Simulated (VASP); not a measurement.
# LiF (R3m) in VASP: further runs, part 2 of 2

VASP 6.6.1. Earlier steps stand in the parts before.

## 3. Single point, PBE

INCAR reads:

```
SYSTEM = LiF
ALGO     = Normal         ! electronic algorithm
EDIFF    = 1E-7           ! SCF threshold, eV
ENCUT    = 520            ! plane-wave cutoff, eV
GGA      = PE             ! functional
ISIF     = 2              ! what is computed and relaxed
ISMEAR   = 0              ! smearing method
LASPH    = .True.         ! aspherical terms in the spheres
LCHARG   = .True.         ! write CHGCAR
LELF     = .True.         ! ELF
LREAL    = .False.        ! projectors in reciprocal space
LVHAR    = .True.       
LWAVE    = .False.        ! write WAVECAR
NBANDS   = 12             ! bands
NELM     = 60             ! most SCF steps
PREC     = Accurate       ! precision mode
SIGMA    = 0.05           ! smearing width, eV
```

KPOINTS reads:

```
k-points
0
Gamma
  10 10 10
  0 0 0
```

POSCAR reads:

```
LiF
1.0
    2.5595330000      0.0000000000      0.0000000000
    0.0000000000      2.5595330000      0.0000000000
    0.0000000000      0.0000000000      2.5595330000
Li F
1 1
Direct
    0.0000000000      0.0000000000      0.0000000000
    0.4943607851      0.4943607851      0.4943607851
```

Potentials or basis: VASP PAW PBE potentials, release 64 (Li_sv, F).

On the command line:

```console
cat potpaw_PBE.64/Li_sv/POTCAR potpaw_PBE.64/F/POTCAR > POTCAR
mpirun -np 1 vasp_std > vasp.out
```

OUTCAR:

```text
SYSTEM = LiF
   EDIFF = 1E-7
   ENCUT = 520
   GGA = PE
   ISIF = 2
   ISMEAR = 0
   LASPH = .True.
   LREAL = .False.
   NELM = 60
   PREC = Accurate

 ion  position               nearest neighbor table
   1  0.000  0.000  0.000-   2 2.19   2 2.21   2 2.21   2 2.21   2 2.23   2 2.23   2 2.23   2 2.24

   2  0.494  0.494  0.494-   1 2.19   1 2.21   1 2.21   1 2.21   1 2.23   1 2.23   1 2.23   1 2.24

  LATTYP: Found a simple cubic cell.
 ALAT       =     2.5595330000

  Lattice vectors:

 A1 = (   2.5595330000,   0.0000000000,   0.0000000000)
 A2 = (   0.0000000000,   2.5595330000,   0.0000000000)
 A3 = (   0.0000000000,   0.0000000000,   2.5595330000)

Analysis of symmetry for initial positions (statically):
=====================================================================
 Subroutine PRICEL returns:
 Original cell was already a primitive cell.

 Routine SETGRP: Setting up the symmetry group for a
 simple cubic supercell.

 Subroutine GETGRP returns: Found  6 space group operations
 (whereof  6 operations were pure point group operations)
 out of a pool of 48 trial point group operations.

The static configuration has the point symmetry C_3v.

Analysis of symmetry for dynamics (positions and initial velocities):
=====================================================================
 Subroutine PRICEL returns:
 Original cell was already a primitive cell.

 Routine SETGRP: Setting up the symmetry group for a
 simple cubic supercell.

 Subroutine GETGRP returns: Found  6 space group operations
 (whereof  6 operations were pure point group operations)
 out of a pool of 48 trial point group operations.

The dynamic configuration has the point symmetry C_3v.

 Subroutine INISYM returns: Found  6 space group operations
 (whereof  6 operations are pure point group operations),
 and found     1 'primitive' translations

----------------------------------------------------------------------------------------

                                     Primitive cell

  volume of cell :      16.7680

  direct lattice vectors                    reciprocal lattice vectors
     2.559533000  0.000000000  0.000000000     0.390696272  0.000000000  0.000000000
     0.000000000  2.559533000  0.000000000     0.000000000  0.390696272  0.000000000
     0.000000000  0.000000000  2.559533000     0.000000000  0.000000000  0.390696272

  length of vectors
     2.559533000  2.559533000  2.559533000     0.390696272  0.390696272  0.390696272

  position of ions in fractional coordinates (direct lattice)
     0.000000000  0.000000000  0.000000000
     0.494360785  0.494360785  0.494360785

  ion indices of the primitive-cell ions
   primitive index   ion index
                 1           1
                 2           2

----------------------------------------------------------------------------------------

 KPOINTS: k-points

Automatic generation of k-mesh.
 Grid dimensions read from file:
 generate k-points for:   10   10   10

 Generating k-lattice:

  Cartesian coordinates                     Fractional coordinates (reciprocal lattice)
     0.039069627  0.000000000  0.000000000     0.100000000  0.000000000  0.000000000
     0.000000000  0.039069627  0.000000000     0.000000000  0.100000000  0.000000000
     0.000000000  0.000000000  0.039069627     0.000000000  0.000000000  0.100000000

  Length of vectors
     0.039069627  0.039069627  0.039069627

  Shift w.r.t. Gamma in fractional coordinates (k-lattice)
     0.000000000  0.000000000  0.000000000

 Subroutine IBZKPT returns following result:
 ===========================================

 Found    116 irreducible k-points:

 Following reciprocal coordinates:
            Coordinates               Weight
  0.000000  0.000000  0.000000      1.000000
  0.100000  0.000000  0.000000      6.000000
  0.200000  0.000000  0.000000      6.000000
  0.300000  0.000000  0.000000      6.000000
  0.400000  0.000000  0.000000      6.000000
  0.500000  0.000000  0.000000      3.000000
[... 16 lines left out ...]
  0.300000  0.300000  0.000000      6.000000
 -0.300000  0.300000  0.000000      6.000000
 [... further k-points ...]
   k-points           NKPTS =    116   k-points in BZ     NKDIM =    116   number of bands    NBANDS=     12
   number of dos      NEDOS =    301   number of ions     NIONS =      2
   total plane-waves  NPLWV =   8000
   dimension x,y,z NGX =    20 NGY =   20 NGZ =   20
   dimension x,y,z NGXF=    40 NGYF=   40 NGZF=   40
   ions per type =               1   1
   NGX,Y,Z   is equivalent  to a cutoff of  12.99, 12.99, 12.99 a.u.
   NGXF,Y,Z  is equivalent  to a cutoff of  25.98, 25.98, 25.98 a.u.
 SYSTEM =  LiF
   PREC   = accura    normal or accurate (medium, high low for compatibility)
   ISTART =      0    job   : 0-new  1-cont  2-samecut
   ICHARG =      2    charge: 1-file 2-atom 10-const
   ISPIN  =      1    spin polarized calculation?
   LNONCOLLINEAR =      F non collinear calculations
   LSORBIT =      F    spin-orbit coupling
   LASPH  =      T    aspherical Exc in radial PAW
   ENCUT  =  520.0 eV  38.22 Ry    6.18 a.u.   4.76  4.76  4.76*2*pi/ulx,y,z
   NELM   =     60;   NELMIN=  2; NELMDL= -5     # of ELM steps
   EDIFF  = 0.1E-06   stopping-criterion for ELM
   LREAL  =      F    real-space projection
   EDIFFG = 0.1E-05   stopping-criterion for IOM
   NSW    =      0    number of steps for IOM
   IBRION =     -1    ionic relax: 0-MD 1-quasi-New 2-CG
   NFREE  =      0    steps in history (QN), initial steepest desc. (CG)
   ISIF   =      2    stress and relaxation
   ISYM   =      2    0-nonsym 1-usesym 2-fastsym
   POTIM  = 0.5000    time-step for ionic-motion
   TEBEG  =    0.0;   TEEND  =   0.0 temperature during run
   PSTRESS=    0.0 pullay stress
   NELECT =      10.0000    total number of electrons
   NUPDOWN=      -1.0000    fix difference up-down
   EMIN   =  10.00;   EMAX   =-10.00  energy-range for DOS
   EFERMI =   0.00;   METHOD = LEGACY
   ISMEAR =     0;   SIGMA  =   0.05  broadening in eV -4-tet -1-fermi 0-gaus
   EFERMI_NEDOS =   21; number of points for ismear=-14 and -15
   IALGO  =     38    algorithm
   IMIX   =      4    mixing-type and parameters
     AMIX     =   0.40;   BMIX     =  1.00
     AMIX_MAG =   1.60;   BMIX_MAG =  1.00
  volume/ion in A,a.u.               =       8.38        56.58
  Fermi-wavevector in a.u.,A,eV,Ry     =   1.377994  2.604032 25.835673  1.898868
  Thomas-Fermi vector in A             =   2.503097
   LORBIT       =      0    0 simple, 1 ext, 2 COOP (PROOUT), +10 PAW based schemes
   GGA     = PE    functional components
   LHFCALC =     F    Hartree Fock is set to
   AEXX    =    0.0000 exact exchange contribution
   IVDW    =     0    specifies the selected vdW correction
   LEPSILON=     F    determine dielectric tensor
   LRPA    =     F    only Hartree local field effects (RPA)
 non-spin polarized calculation
 Gauss-broadening in eV      SIGMA  =   0.05
  energy-cutoff  :      520.00
  volume of cell :       16.77
 maximum number of plane-waves:       468
   NGX =  9   NGY =  9   NGZ =  9

 number of electron      10.0000005 magnetization

 Free energy of the ion-electron system (eV)
  ---------------------------------------------------
  ext. energy  EPLUGINS =         0.00000000
  ---------------------------------------------------
  free energy    TOTEN  =        -9.04878247 eV

  energy without entropy =       -9.04878247  energy(sigma->0) =       -9.04878247

 E-fermi :   0.5180     XC(G=0):  -9.9319

 val. band max:        0.0775113392   @ k =   0.5000   0.5000   0.0000
 cond. band min:       7.5893084208   @ k =   0.0000   0.0000   0.0000
 fundamental gap:      7.5117970816
 Fermi energy:         0.5179618893

 k-point     1 :       0.0000    0.0000    0.0000
  band No.  band energies     occupation
      1     -42.7817      2.00000
      2     -20.7152      2.00000
      3      -0.5906      2.00000
      4      -0.5903      2.00000
      5      -0.5903      2.00000
      6       7.5893      0.00000
      7      18.9074      0.00000
      8      18.9074      0.00000
      9      20.9783      0.00000
     10      20.9811      0.00000
     11      20.9811      0.00000
     12      38.3862      0.00000
[... 331 lines left out ...]
 k-point    24 :      -0.3000    0.3000    0.0000
  band No.  band energies     occupation
      1     -42.7242      2.00000
      2     -20.1022      2.00000
      3      -2.4712      2.00000
      4      -2.3521      2.00000
      5      -0.1320      2.00000
      6      10.8860      0.00000
      7      14.4811      0.00000
      8      15.4781      0.00000
      9      21.5468      0.00000
     10      23.4853      0.00000
     11      29.9483      0.00000
     12      30.6422      0.00000

 [... further k-points ...]
[... 5 lines left out ...]
  --------------------------------------------------------------------------------------
  -------------------------------------------------------------------------------------
  Total       -0.0461755     -0.0461755     -0.0461755      0.0009969      0.0009969      0.0009969
  in kB       -4.4120432     -4.4120432     -4.4120432      0.0952532      0.0952532      0.0952532
  external PRESSURE =      -4.4120432 kB  Pullay stress =       0.0000000 kB

 VOLUME and BASIS-vectors are now :
 -----------------------------------------------------------------------------
  energy-cutoff  :      520.00
  volume of cell :       16.77
      direct lattice vectors                 reciprocal lattice vectors
     2.559533000  0.000000000  0.000000000     0.390696272  0.000000000  0.000000000
     0.000000000  2.559533000  0.000000000     0.000000000  0.390696272  0.000000000
     0.000000000  0.000000000  2.559533000     0.000000000  0.000000000  0.390696272

 POSITION                                       TOTAL-FORCE (eV/Angst)
 -----------------------------------------------------------------------------------
      0.00000      0.00000      0.00000         0.005056      0.005056      0.005056
      1.26533      1.26533      1.26533        -0.005056     -0.005056     -0.005056
 -----------------------------------------------------------------------------------
    total drift:                                0.000524      0.000524      0.000523

  FREE ENERGIE OF THE ION-ELECTRON SYSTEM (eV)
  ---------------------------------------------------
  free  energy   TOTEN  =        -9.0487824679 eV

  energy  without entropy=       -9.0487824679  energy(sigma->0) =       -9.04878247
```

Run time: 9.2 s. Hardware: 1 thread of Intel Xeon 6975P-C (Granite Rapids), shared host; peak memory 0.13 GiB.

Results:

```
Free energy            : -9.0488 eV
Largest force          : 0.009 eV/Å
Band gap on the k mesh : 7.51 eV, indirect (least direct gap 8.18 eV)
```

Forces on the atoms (eV/Å):
```
Li   0.005  0.005  0.005
F   -0.005 -0.005 -0.005
```

Caveat: the cell differs from its parent crystal (all F atoms moved +0.025 Å, as atom 2 towards its neighbour atom 1 (Li) at 2.217 Å); the cutoff is under 1.25 times the usual one of these potentials, so pressure, stress and relaxed cells hold a basis-set (Pulay) error. A k mesh can miss the band edges.

## 4. Single point, PBE

INCAR reads:

```
PREC = Accurate
ENCUT = 520
EDIFF = 1E-6
ISMEAR = 0
SIGMA = 0.05
LREAL = F
LASPH = T
NELM = 80
ALGO = Normal
ISIF = 2
LWAVE = F
LCHARG = T
GGA = PE
LELF = T
LVHAR = T
NBANDS = 12
```

KPOINTS reads:

```
regular mesh
0
Gamma
  10 10 10
```

POSCAR: that of step 3 with these lines changed.

```diff
@@ -9,2 +9,2 @@
     0.0000000000      0.0000000000      0.0000000000
-    0.4943607851      0.4943607851      0.4943607851
+    0.4802627477      0.4802627477      0.4802627477
```

On the command line:

```console
cat potpaw_PBE.64/Li_sv/POTCAR potpaw_PBE.64/F/POTCAR > POTCAR
mpirun -np 1 vasp_std > vasp.out
```

Run time: 8.8 s. Hardware: 1 thread of Intel Xeon 6975P-C (Granite Rapids), shared host; peak memory 0.13 GiB.

It converged, with:

- Free energy: -9.0500 eV
- Largest force: 0.029 eV/Å
- Band gap on the k mesh: 7.51 eV, indirect (least direct gap 8.17 eV)

Forces on the atoms (eV/Å):
```
Li   0.017  0.017  0.017
F   -0.017 -0.017 -0.017
```

Levels at points of the mesh, in eV from the valence-band top:
```tsv
k point	band 1	band 2	band 3	band 4	band 5	band 6	band 7	band 8	band 9	band 10
(0.00, 0.00, 0.00)	-42.84	-20.79	-0.67	-0.67	-0.67	7.51	18.76	18.76	20.98	21.01
(0.50, 0.00, 0.00)	-42.80	-20.33	-3.66	-0.28	-0.27	9.13	13.99	20.31	20.36	24.09
(0.50, 0.50, 0.00)	-42.76	-19.81	-3.24	-3.23	0.00	12.94	13.66	14.12	19.38	23.85
(0.50, 0.50, 0.50)	-42.72	-19.38	-2.26	-2.25	-2.25	11.14	11.14	11.18	24.09	24.12
```

Caveat: the cell differs from its parent crystal (all F atoms moved +0.087 Å, as atom 2 towards its neighbour atom 1 (Li) at 2.217 Å); the cutoff is under 1.25 times the usual one of these potentials, so pressure, stress and relaxed cells hold a basis-set (Pulay) error. A k mesh can miss the band edges.

## 5. Single point, PBE

INCAR reads:

```
PREC = Accurate
ENCUT = 520
EDIFF = 1E-6
ISMEAR = 0
SIGMA = 0.05
LREAL = False
LASPH = True
NELM = 60
ALGO = Normal
ISIF = 2
LWAVE = False
LCHARG = True
GGA = PE
LELF = True
LVHAR = True
NBANDS = 12
```

KPOINTS reads:

```
Automatic mesh
0
Gamma
  10 10 10
```

POSCAR: that of step 4 with these lines changed.

```diff
@@ -9,2 +9,2 @@
     0.0000000000      0.0000000000      0.0000000000
-    0.4802627477      0.4802627477      0.4802627477
+    0.4859019627      0.4859019627      0.4859019627
```

On the command line:

```console
cat potpaw_PBE.64/Li_sv/POTCAR potpaw_PBE.64/F/POTCAR > POTCAR
mpirun -np 1 vasp_std > vasp.out
```

Run time: 7.9 s. Hardware: 1 thread of Intel Xeon 6975P-C (Granite Rapids), shared host; peak memory 0.13 GiB.

The run converged. Its results:

| Quantity | Value |
| --- | --- |
| Free energy | -9.0493 eV |
| Largest force | 0.022 eV/Å |
| Band gap on the k mesh | 7.51 eV, indirect (least direct gap 8.18 eV) |

Forces in eV/Å, atoms in the order of the input:
```
Li   0.013  0.013  0.013
F   -0.013 -0.013 -0.013
```

Levels at points of the mesh, in eV from the valence-band top:
```
           k point  band 3  band 4  band 5  band 6  band 7  band 8
(0.00, 0.00, 0.00)   -0.67   -0.67   -0.67    7.51   18.79   18.79
(0.50, 0.00, 0.00)   -3.66   -0.28   -0.28    9.13   13.99   20.29
(0.50, 0.50, 0.00)   -3.24   -3.23    0.00   13.08   13.65   13.95
(0.50, 0.50, 0.50)   -2.25   -2.25   -2.25   11.13   11.13   11.15
```

Caveat: the cell differs from its parent crystal (all F atoms moved +0.062 Å, as atom 2 towards its neighbour atom 1 (Li) at 2.217 Å); the cutoff is under 1.25 times the usual one of these potentials, so pressure, stress and relaxed cells hold a basis-set (Pulay) error.

## 6. Single point, PBE

INCAR reads:

```
ALGO     = Normal         # electronic algorithm
EDIFF    = 1E-7           # SCF threshold, eV
ENCUT    = 520            # plane-wave cutoff, eV
GGA      = PE             # functional
ISIF     = 2              # what is computed and relaxed
ISMEAR   = 0              # smearing method
LASPH    = T              # aspherical terms in the spheres
LCHARG   = T              # write CHGCAR
LELF     = T              # ELF
LREAL    = F              # projectors in reciprocal space
LVHAR    = T            
LWAVE    = F              # write WAVECAR
NBANDS   = 12             # bands
NELM     = 60             # most SCF steps
PREC     = Accurate       # precision mode
SIGMA    = 0.05           # smearing width, eV
```

KPOINTS reads:

```
k-points
0
Gamma
  10 10 10
```

POSCAR: that of step 5 with these lines changed.

```diff
@@ -9,2 +9,2 @@
     0.0000000000      0.0000000000      0.0000000000
-    0.4859019627      0.4859019627      0.4859019627
+    0.4915411776      0.4915411776      0.4915411776
```

Potentials or basis: VASP PAW PBE potentials, release 64 (Li_sv, F).

On the command line:

```console
cat potpaw_PBE.64/Li_sv/POTCAR potpaw_PBE.64/F/POTCAR > POTCAR
mpirun -np 1 vasp_std > vasp.out
```

Run time: 8.6 s. Hardware: 1 thread of Intel Xeon 6975P-C (Granite Rapids), shared host; peak memory 0.13 GiB.

Results (log left out):

```yaml
Free_energy: -9.0489 eV
Largest_force: 0.013 eV/Å
Band_gap_on_the_k_mesh: 7.51 eV, indirect (least direct gap 8.18 eV)
```

Forces in eV/Å, atoms in the order of the input:
```
Li   0.008  0.008  0.008
F   -0.008 -0.008 -0.008
```

Levels at points of the mesh, in eV from the valence-band top:
```
           k point  band 1  band 2  band 3  band 4  band 5  band 6  band 7  band 8  band 9  band 10
(0.00, 0.00, 0.00)  -42.86  -20.79   -0.67   -0.67   -0.67    7.51   18.82   18.82   20.91    20.92
(0.50, 0.00, 0.00)  -42.81  -20.33   -3.67   -0.28   -0.28    9.12   14.00   20.28   20.29    24.11
(0.50, 0.50, 0.00)  -42.77  -19.81   -3.24   -3.24    0.00   13.22   13.65   13.79   19.38    23.86
(0.50, 0.50, 0.50)  -42.74  -19.38   -2.25   -2.25   -2.25   11.12   11.12   11.13   24.12    24.12
```

Caveat: the cell differs from its parent crystal (all F atoms moved +0.037 Å, as atom 2 towards its neighbour atom 1 (Li) at 2.217 Å); the cutoff is under 1.25 times the usual one of these potentials, so pressure, stress and relaxed cells hold a basis-set (Pulay) error.
